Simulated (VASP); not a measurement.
# HC19O in VASP: single point with LDA

Aim: the single point of HC19O with LDA.

Program: VASP 6.6.1. These are calculated values, not measurements. Logs are shortened: lines on timing, memory, paths and dates and some standing lists are left out, and cuts for length are marked.

**1. The cell of the first run**

The cell holds a slab with vacuum, 21 atoms: a = 7.398 Å, b = 7.398 Å, c = 12.000 Å, α = 90.00°, β = 90.00°, γ = 120.00°.

**2. Single point, LDA, collinear spin**

INCAR

```
SYSTEM = HC19O
PREC = Accurate
ENCUT = 520
EDIFF = 1E-6
ISMEAR = 0
SIGMA = 0.02
LREAL = Auto
LASPH = .True.
NELM = 150
ALGO = Normal
ISIF = 2
LWAVE = .False.
LCHARG = .True.
ISPIN = 2
MAGMOM = 0 0 0 0 0 0 0 0 0 0 0 0 0 0 0 0 0 0 1 0 0
LORBIT = 11
LELF = .True.
LVHAR = .True.
NBANDS = 62
```

KPOINTS

```
regular mesh
0
Gamma
  2 2 1
  0 0 0
```

POSCAR

```
HC19O
1.0
    7.3980000000      0.0000000000      0.0000000000
   -3.6990000000      6.4068560000      0.0000000000
    0.0000000000      0.0000000000     12.0000000000
C H O
19 1 1
Direct
   -0.0108640272     -0.0097985178      0.0801236240
    0.2159321070      0.1040767569      0.0937136069
   -0.0062393181      0.3261537965      0.0811026303
    0.2169994271      0.4386030843      0.0800709948
   -0.0061240353      0.6598299060      0.0806976837
    0.2168220984      0.7712807610      0.0799050678
    0.3286458934     -0.0086331134      0.0806204391
    0.5487650796      0.1032514449      0.0793604234
    0.3295601074      0.3302491209      0.0806588999
    0.5499941600      0.4380889832      0.0793671836
    0.3276850961      0.6601784966      0.0784124949
    0.5493040679      0.7705178017      0.0775181856
    0.6596293187     -0.0077168971      0.0777746955
    0.8808907125      0.1030819611      0.0792514346
    0.6602267137      0.3260492375      0.0802576323
    0.8826057859      0.4372745589      0.0809581965
    0.6600661706      0.6596027309      0.0778115568
    0.8814057530      0.7694367121      0.0791491469
    0.1720034413      0.1082562395      0.2358851849
    0.1093795803      0.2157917880      0.2488039821
    0.2090155678      0.0127870485      0.3010563365
```

Potentials or basis: VASP PAW LDA potentials, release 64 (C, H, O).

Command:

```
$ cat potpaw_LDA.64/C/POTCAR potpaw_LDA.64/H/POTCAR potpaw_LDA.64/O/POTCAR > POTCAR
$ mpirun -np 1 vasp_std > vasp.out
```

OUTCAR:

```text
SYSTEM = HC19O
   PREC = Accurate
   ENCUT = 520
   EDIFF = 1E-6
   ISMEAR = 0
   LREAL = Auto
   LASPH = .True.
   NELM = 150
   ISIF = 2
   ISPIN = 2
   LORBIT = 11

 ion  position               nearest neighbor table
   1  0.989  0.990  0.080-  18 1.41  14 1.42   2 1.46
   2  0.216  0.104  0.094-   7 1.45   9 1.46   1 1.46  19 1.74
   3  0.994  0.326  0.081-  16 1.42  14 1.43   4 1.43
   4  0.217  0.439  0.080-   9 1.42  11 1.42   3 1.43
   5  0.994  0.660  0.081-  18 1.42  16 1.43   6 1.43
   6  0.217  0.771  0.080-   7 1.41  11 1.42   5 1.43
   7  0.329  0.991  0.081-   6 1.41   8 1.41   2 1.45
   8  0.549  0.103  0.079-   7 1.41  13 1.42  15 1.43
[... 9 lines left out ...]
  18  0.881  0.769  0.079-   1 1.41  17 1.42   5 1.42
  19  0.172  0.108  0.236-  20 1.11  21 1.17   2 1.74
  20  0.109  0.216  0.249-  19 1.11
  21  0.209  0.013  0.301-  19 1.17

  LATTYP: Found a hexagonal cell.
 ALAT       =     7.3980000000
 C/A-ratio  =     1.6220600162

  Lattice vectors:

 A1 = (   7.3980000000,   0.0000000000,   0.0000000000)
 A2 = (  -3.6990000000,   6.4068560000,   0.0000000000)
 A3 = (   0.0000000000,   0.0000000000,  12.0000000000)

Analysis of symmetry for initial positions (statically):
=====================================================================
 Subroutine PRICEL returns:
 Original cell was already a primitive cell.

 Routine SETGRP: Setting up the symmetry group for a
 hexagonal supercell.

 Subroutine GETGRP returns: Found  1 space group operations
 (whereof  1 operations were pure point group operations)
 out of a pool of 24 trial point group operations.

The static configuration has the point symmetry C_1 .

Analysis of symmetry for dynamics (positions and initial velocities):
=====================================================================
 Subroutine PRICEL returns:
 Original cell was already a primitive cell.

 Routine SETGRP: Setting up the symmetry group for a
 hexagonal supercell.

 Subroutine GETGRP returns: Found  1 space group operations
 (whereof  1 operations were pure point group operations)
 out of a pool of 24 trial point group operations.

The dynamic configuration has the point symmetry C_1 .

Analysis of structural, dynamic, and magnetic symmetry:
=====================================================================
 Subroutine PRICEL returns:
 Original cell was already a primitive cell.

 Routine SETGRP: Setting up the symmetry group for a
 hexagonal supercell.

 Subroutine GETGRP returns: Found  1 space group operations
 (whereof  1 operations were pure point group operations)
 out of a pool of 24 trial point group operations.

The overall configuration has the point symmetry C_1 .

 Subroutine INISYM returns: Found  1 space group operations
 (whereof  1 operations are pure point group operations),
 and found     1 'primitive' translations

----------------------------------------------------------------------------------------

                                     Primitive cell

  volume of cell :     568.7750

  direct lattice vectors                    reciprocal lattice vectors
     7.398000000  0.000000000  0.000000000     0.135171668  0.078041398  0.000000000
    -3.699000000  6.406856000  0.000000000     0.000000000  0.156082796  0.000000000
     0.000000000  0.000000000 12.000000000     0.000000000  0.000000000  0.083333333

  length of vectors
     7.398000000  7.398000054 12.000000000     0.156082797  0.156082796  0.083333333

  position of ions in fractional coordinates (direct lattice)
     0.989135973  0.990201482  0.080123624
     0.215932107  0.104076757  0.093713607
     0.993760682  0.326153797  0.081102630
     0.216999427  0.438603084  0.080070995
     0.993875965  0.659829906  0.080697684
     0.216822098  0.771280761  0.079905068
[... 13 lines left out ...]
     0.109379580  0.215791788  0.248803982
     0.209015568  0.012787049  0.301056336

  ion indices of the primitive-cell ions
   primitive index   ion index
                 1           1
                 2           2
                 3           3
                 4           4
                 5           5
                 6           6
[... 13 lines left out ...]
                20          20
                21          21

----------------------------------------------------------------------------------------

 KPOINTS: regular mesh

Automatic generation of k-mesh.
 Grid dimensions read from file:
 generate k-points for:    2    2    1

 Generating k-lattice:

  Cartesian coordinates                     Fractional coordinates (reciprocal lattice)
     0.067585834  0.039020699  0.000000000     0.500000000  0.000000000  0.000000000
     0.000000000  0.078041398  0.000000000     0.000000000  0.500000000  0.000000000
     0.000000000  0.000000000  0.083333333     0.000000000  0.000000000  1.000000000

  Length of vectors
     0.078041399  0.078041398  0.083333333

  Shift w.r.t. Gamma in fractional coordinates (k-lattice)
     0.000000000  0.000000000  0.000000000

 Subroutine IBZKPT returns following result:
 ===========================================

 Found      4 irreducible k-points:

 Following reciprocal coordinates:
            Coordinates               Weight
  0.000000  0.000000  0.000000      1.000000
  0.500000  0.000000  0.000000      1.000000
  0.000000  0.500000  0.000000      1.000000
  0.500000  0.500000  0.000000      1.000000
   k-points           NKPTS =      4   k-points in BZ     NKDIM =      4   number of bands    NBANDS=     62
   number of dos      NEDOS =    301   number of ions     NIONS =     21
   total plane-waves  NPLWV = 282240
   dimension x,y,z NGX =    56 NGY =   56 NGZ =   90
   dimension x,y,z NGXF=   112 NGYF=  112 NGZF=  180
   ions per type =              19   1   1
   NGX,Y,Z   is equivalent  to a cutoff of  12.58, 12.58, 12.47 a.u.
   NGXF,Y,Z  is equivalent  to a cutoff of  25.17, 25.17, 24.94 a.u.
 SYSTEM =  HC19O
   PREC   = accura    normal or accurate (medium, high low for compatibility)
   ISTART =      0    job   : 0-new  1-cont  2-samecut
   ICHARG =      2    charge: 1-file 2-atom 10-const
   ISPIN  =      2    spin polarized calculation?
   LNONCOLLINEAR =      F non collinear calculations
   LSORBIT =      F    spin-orbit coupling
   LASPH  =      T    aspherical Exc in radial PAW
   ENCUT  =  520.0 eV  38.22 Ry    6.18 a.u.  13.76 13.76 22.31*2*pi/ulx,y,z
   NELM   =    150;   NELMIN=  2; NELMDL= -5     # of ELM steps
   EDIFF  = 0.1E-05   stopping-criterion for ELM
   LREAL  =      T    real-space projection
   EDIFFG = 0.1E-04   stopping-criterion for IOM
   NSW    =      0    number of steps for IOM
   IBRION =     -1    ionic relax: 0-MD 1-quasi-New 2-CG
   NFREE  =      0    steps in history (QN), initial steepest desc. (CG)
   ISIF   =      2    stress and relaxation
   ISYM   =      2    0-nonsym 1-usesym 2-fastsym
   POTIM  = 0.5000    time-step for ionic-motion
   TEBEG  =    0.0;   TEEND  =   0.0 temperature during run
   PSTRESS=    0.0 pullay stress
   NELECT =      83.0000    total number of electrons
   NUPDOWN=      -1.0000    fix difference up-down
   EMIN   =  10.00;   EMAX   =-10.00  energy-range for DOS
   EFERMI =   0.00;   METHOD = LEGACY
   ISMEAR =     0;   SIGMA  =   0.02  broadening in eV -4-tet -1-fermi 0-gaus
   EFERMI_NEDOS =   21; number of points for ismear=-14 and -15
   IALGO  =     38    algorithm
   IMIX   =      4    mixing-type and parameters
     AMIX     =   0.40;   BMIX     =  1.00
     AMIX_MAG =   1.60;   BMIX_MAG =  1.00
  volume/ion in A,a.u.               =      27.08       182.78
  Fermi-wavevector in a.u.,A,eV,Ry     =   0.861894  1.628744 10.107249  0.742862
  Thomas-Fermi vector in A             =   1.979616
   LORBIT       =     11    0 simple, 1 ext, 2 COOP (PROOUT), +10 PAW based schemes
   GGA     = CA    functional components
   LHFCALC =     F    Hartree Fock is set to
   AEXX    =    0.0000 exact exchange contribution
   IVDW    =     0    specifies the selected vdW correction
   LEPSILON=     F    determine dielectric tensor
   LRPA    =     F    only Hartree local field effects (RPA)
 spin polarized calculation
 Gauss-broadening in eV      SIGMA  =   0.02
  energy-cutoff  :      520.00
  volume of cell :      568.78
 maximum number of plane-waves:     15363
 NGX is ok and might be reduce to    56
   NGX = 27   NGY = 27   NGZ = 45

 number of electron      83.0000002 magnetization       0.0000302

 number of electron      83.0000002 magnetization      -0.0000007

 Free energy of the ion-electron system (eV)
  ---------------------------------------------------
  ext. energy  EPLUGINS =         0.00000000
  ---------------------------------------------------
  free energy    TOTEN  =      -199.95271284 eV

  energy without entropy =     -199.95271284  energy(sigma->0) =     -199.95271284

 E-fermi :  -1.5454     XC(G=0):  -4.1454

 val. band max:       -1.7221889208   @ k =   0.0000   0.0000   0.0000
 cond. band min:      -1.4147618098   @ k =   0.0000   0.5000   0.0000
 fundamental gap:      0.3074271110
 Fermi energy:        -1.5453715296

 spin component 1

 k-point     1 :       0.0000    0.0000    0.0000
  band No.  band energies     occupation
      1     -25.2711      1.00000
      2     -21.1632      1.00000
      3     -18.9858      1.00000
      4     -18.6072      1.00000
      5     -18.5355      1.00000
      6     -18.4443      1.00000
[... 45 lines left out ...]
     52       3.2546      0.00000
     53       3.6663      0.00000
[... 166 lines left out ...]
     52       3.7115      0.00000
     53       4.2231      0.00000
 Fermi energy:        -1.5453715296

 spin component 2

 k-point     1 :       0.0000    0.0000    0.0000
  band No.  band energies     occupation
      1     -25.2711      1.00000
      2     -21.1632      1.00000
      3     -18.9858      1.00000
      4     -18.6072      1.00000
      5     -18.5355      1.00000
      6     -18.4443      1.00000
[... 45 lines left out ...]
     52       3.2546      0.00000
     53       3.6665      0.00000
[... 166 lines left out ...]
     52       3.7115      0.00000
     53       4.2231      0.00000
 [bands above 53 left out]

------------------------ aborting loop because EDIFF is reached ----------------------------------------

  FORCE on cell =-STRESS in cart. coord.  units (eV):
  Direction    XX          YY          ZZ          XY          YZ          ZX
  --------------------------------------------------------------------------------------
  -------------------------------------------------------------------------------------
  Total       -6.1680210     -5.8053157      0.2114113      0.2593043     -0.3164726      0.3416915
  in kB      -17.3746429    -16.3529416      0.5955227      0.7304321     -0.8914688      0.9625076
  external PRESSURE =     -11.0440206 kB  Pullay stress =       0.0000000 kB

 VOLUME and BASIS-vectors are now :
 -----------------------------------------------------------------------------
  energy-cutoff  :      520.00
  volume of cell :      568.78
      direct lattice vectors                 reciprocal lattice vectors
     7.398000000  0.000000000  0.000000000     0.135171668  0.078041398  0.000000000
    -3.699000000  6.406856000  0.000000000     0.000000000  0.156082796  0.000000000
     0.000000000  0.000000000 12.000000000     0.000000000  0.000000000  0.083333333

 POSITION                                       TOTAL-FORCE (eV/Angst)
 -----------------------------------------------------------------------------------
      3.65487      6.34408      0.96148         0.002621      0.000371      0.000243
      1.21249      0.66680      1.12456        -0.012054      0.004557      0.013142
      6.14540      2.08962      0.97323         0.004575     -0.006563     -0.001334
     -0.01703      2.81007      0.96085        -0.011679     -0.002390     -0.000206
      4.91198      4.22744      0.96837        -0.002293     -0.003062      0.001461
     -1.24892      4.94148      0.95886        -0.002035     -0.006914      0.004685
[... 13 lines left out ...]
      0.01098      1.38255      2.98565        -0.034046      0.030369     -0.005894
      1.49900      0.08192      3.61268         0.450717     -0.427059      0.540992
 -----------------------------------------------------------------------------------
    total drift:                                0.018260      0.000009      0.045208

  FREE ENERGIE OF THE ION-ELECTRON SYSTEM (eV)
  ---------------------------------------------------
  free  energy   TOTEN  =      -199.9527128411 eV

  energy  without entropy=     -199.9527128411  energy(sigma->0) =     -199.95271284

 total charge

# of ion       s       p       d       tot
------------------------------------------
    1        0.857   1.775   0.000   2.632
    2        0.840   1.780   0.000   2.620
    3        0.852   1.782   0.000   2.633
    4        0.852   1.802   0.000   2.654
    5        0.853   1.783   0.000   2.635
    6        0.852   1.802   0.000   2.654
[... 13 lines left out ...]
   20        0.598   0.046   0.000   0.644
   21        1.595   3.536   0.000   5.131
--------------------------------------------------
tot         18.433  37.559   0.000  55.992

 magnetization (x)

# of ion       s       p       d       tot
------------------------------------------
    1       -0.000  -0.000   0.000  -0.000
    2        0.000  -0.000   0.000  -0.000
    3        0.000  -0.000   0.000  -0.000
    4        0.000   0.000   0.000   0.000
    5       -0.000   0.000   0.000   0.000
    6        0.000   0.000   0.000   0.000
[... 13 lines left out ...]
   20        0.000   0.000   0.000   0.000
   21       -0.000   0.000   0.000   0.000
--------------------------------------------------
tot         -0.000   0.000   0.000   0.000
```

Run time: 12 min. Hardware: 1 thread of Intel Xeon Platinum 8259CL at 2.50GHz (Skylake/Cascade Lake), shared host; peak memory 0.6 GiB.

What came out:

| Property | Result |
| --- | --- |
| Free energy | -199.9527 eV |
| Largest force | 0.824 eV/Å |
| Net moment | 0.00 μB per cell |
| Valence electrons inside the program's atomic spheres | C 2.63, 2.62, 2.65, 2.66, 2.64, 2.57 (each value once); H 0.64; O 5.13 |

Forces on the atoms (eV/Å):
```
C    0.003  0.000  0.000
C   -0.012  0.005  0.013
C    0.005 -0.007 -0.001
C   -0.012 -0.002  0.000
C   -0.002 -0.003  0.001
C   -0.002 -0.007  0.005
C    0.003  0.003  0.008
C    0.007  0.002  0.000
C   -0.002 -0.001  0.006
C    0.005  0.002 -0.005
C   -0.008 -0.013 -0.003
C    0.002 -0.005 -0.005
C    0.005  0.016 -0.005
C   -0.007  0.005 -0.004
C    0.000  0.001  0.001
C    0.007  0.004  0.000
C   -0.001  0.008 -0.004
C    0.003 -0.006 -0.001
C   -0.411  0.393 -0.543
H   -0.034  0.030 -0.006
O    0.451 -0.427  0.541
```

Caveat: the k points lie up to 0.49 Å⁻¹ apart.
